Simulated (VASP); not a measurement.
Input of a VASP 6.6.1 run:

Contents of INCAR:

```
SYSTEM = RbBr
ALGO = Normal ; EDIFF = 1E-7
ENCUT = 520 ; GGA = PE
ISIF = 2 ; ISMEAR = 0
LASPH = .True. ; LCHARG = .False.
LREAL = .False. ; LWAVE = .False.
NBANDS = 15 ; NELM = 60
PREC = Accurate ; SIGMA = 0.05
```

KPOINTS

```
k-points
0
Gamma
  6 6 6
  0 0 0
```

POSCAR

```
RbBr
1.0
    3.7959911160      0.0000000000      0.0000000000
    0.0000000000      3.7959911160      0.0000000000
    0.0000000000      0.0000000000      3.9610342080
Rb Br
1 1
Direct
    0.0000000000      0.0000000000      0.0000000000
    0.5000000000      0.5000000000      0.5000000000
```

Potentials or basis: VASP PAW PBE potentials, release 64 (Rb_sv, Br).

Run with:

```bash
$ cat potpaw_PBE.64/Rb_sv/POTCAR potpaw_PBE.64/Br/POTCAR > POTCAR
$ mpirun -np 1 vasp_std > vasp.out
```

Question: Estimate the pressure.

Answer: 6.9 GPa.

Question: Estimate the band gap on the k mesh.

Answer: 4.76 eV, indirect (least direct gap 4.90 eV).

Stress tensor (GPa, compression positive):
```
7.41 0.00 0.00
0.00 7.41 0.00
0.00 0.00 5.88
```

Caveat: the cell differs from its parent crystal (strain -0.080 along x and y, -0.040 along z). A k mesh can miss the band edges.
